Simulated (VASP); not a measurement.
The system is NaTmI4.

```
Na Tm I
1.0
     3.78247    0.00000    0.00000
     0.00000    3.78247    0.00000
     0.00000    0.00000   14.25353
Na Tm I
1 1 4
Direct
  0.00000 0.00000 0.50000
  0.00000 0.00000 0.00000
  0.50000 0.50000 0.36453
  0.50000 0.50000 0.86434
  0.50000 0.50000 0.13566
  0.50000 0.50000 0.63547
```

The cell was built from a structure type or drawn by symmetry, and may not be a known phase.

- Program: VASP 6.6.1
- Task: relaxation of cell and atoms
- Functional: PBE
- Potentials or basis: VASP PAW PBE potentials, release 64 (Na_pv, Tm_3, I), 4f in core
- Cutoff: 500 eV
- k mesh: 4 × 4 × 2
- Occupations: gaussian, width 0.1 eV
- Spin: no spin polarisation

At the start: pressure 1.8 GPa; volume 33.99 Å³/atom.

Question: How do energy, volume and symmetry change on relaxing?

Answer: Over 13 steps the energy falls by 130.2 meV/atom and the volume is 38.35 Å³/atom (+12.8 %); space group P4/mmm (No. 123, to 0.1 Å) before and after.

The path:
| step | energy change (eV) | largest force (eV/Å) | pressure (GPa) | volume (Å³) |
| --- | --- | --- | --- | --- |
| 1 | 0.0000 | 1.4086 | 1.76 | 203.93 |
| 2 | -0.4103 | 1.0901 | 0.02 | 214.99 |
| 3 | -0.5586 | 0.9576 | -1.02 | 225.87 |
| 4 | -0.5722 | 0.9451 | -1.22 | 229.01 |
| 5 | -0.7146 | 0.4721 | 0.11 | 220.94 |
| 6 | -0.7276 | 0.2390 | 0.74 | 217.82 |
| 7 | -0.7576 | 0.0684 | 0.44 | 222.36 |
| 8 | -0.7662 | 0.1010 | 0.20 | 226.67 |
| 9 | -0.7780 | 0.0665 | -0.18 | 230.97 |
| 10 | -0.7781 | 0.0785 | -0.20 | 231.29 |
| 11 | -0.7806 | 0.0517 | 0.06 | 229.78 |
| 12 | -0.7806 | 0.0545 | 0.03 | 229.94 |
| 13 | -0.7813 | 0.0301 | 0.06 | 230.13 |

Final structure:
```yaml
crystal:
  lattice:
    - [3.75109, 0.00000, 0.00000]
    - [0.00000, 3.75109, 0.00000]
    - [0.00000, 0.00000, 16.35514]
  atoms:
    - { symbol: Na, position: [0.00000, 0.00000, 0.50000] }
    - { symbol: Tm, position: [0.00000, 0.00000, 0.00000] }
    - { symbol: I, position: [0.50000, 0.50000, 0.37320] }
    - { symbol: I, position: [0.50000, 0.50000, 0.88820] }
    - { symbol: I, position: [0.50000, 0.50000, 0.11180] }
    - { symbol: I, position: [0.50000, 0.50000, 0.62680] }
```

Caveat: the k points lie up to 0.42 Å⁻¹ apart in the final cell; the run has no spin polarisation, though such a crystal can be magnetic.
